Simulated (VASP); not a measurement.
A run of VASP 6.6.1 is set up as follows.

The input INCAR:

```
  ALGO = Normal
  EDIFF = 1E-6
  EDIFFG = -0.08
  ENCUT = 600
  GGA = PE
  IBRION = 2
  ISIF = 3
  ISMEAR = 0
  LASPH = True
  LCHARG = False
  LREAL = False
  LWAVE = False
  NELM = 80
  NSW = 36
  PREC = Accurate
  SIGMA = 0.2
```

The input KPOINTS:

```
k-points
0
Gamma
  3 3 3
```

File POSCAR:

```
Hf4N
1.0
    3.1400000000     -5.4350000000      0.0000000000
    3.1400000000      5.4350000000      0.0000000000
    0.0000000000      0.0000000000      4.9500000000
Hf N
8 2
Direct
    0.8333300000      0.1666700000      0.7500000000
    0.1666700000      0.8333300000      0.2500000000
    0.3333300000      0.6666700000      0.7500000000
    0.6666700000      0.3333300000      0.2500000000
    0.6666700000      0.8333300000      0.2500000000
    0.1666700000      0.3333300000      0.2500000000
    0.8333300000      0.6666700000      0.7500000000
    0.3333300000      0.1666700000      0.7500000000
    0.0000000000      0.0000000000      0.0000000000
    0.5000000000      0.5000000000      0.5000000000
```

Potentials or basis: VASP PAW PBE potentials, release 64 (Hf_pv, N).

Run with:

```sh
$ cat potpaw_PBE.64/Hf_pv/POTCAR potpaw_PBE.64/N/POTCAR > POTCAR
$ mpirun -np 1 vasp_std > vasp.out
```

Task: Estimate the relaxed cell.

Result: a = 6.491 Å, b = 6.491 Å, c = 5.119 Å, α = 90.00°, β = 90.00°, γ = 120.68°.

Task: What does it give for the space group after relaxing (to 0.1 Å)?

Result: Cmce (No. 64).

Forces in eV/Å, atoms in the order of the input:
```
Hf   0.000  0.054  0.012
Hf   0.000 -0.054 -0.012
Hf   0.000  0.054 -0.012
Hf   0.000 -0.054  0.012
Hf   0.000  0.011  0.000
Hf   0.000  0.011  0.000
Hf   0.000 -0.011  0.000
Hf   0.000 -0.011  0.000
N    0.000  0.000  0.000
N    0.000  0.000  0.000
```

Caveat: the k points lie up to 0.41 Å⁻¹ apart in the final cell; the cell differs from its parent crystal (with an interstitial atom); the relaxation stopped at a loose force limit of 0.08 eV/Å, so its end isn't a converged minimum.
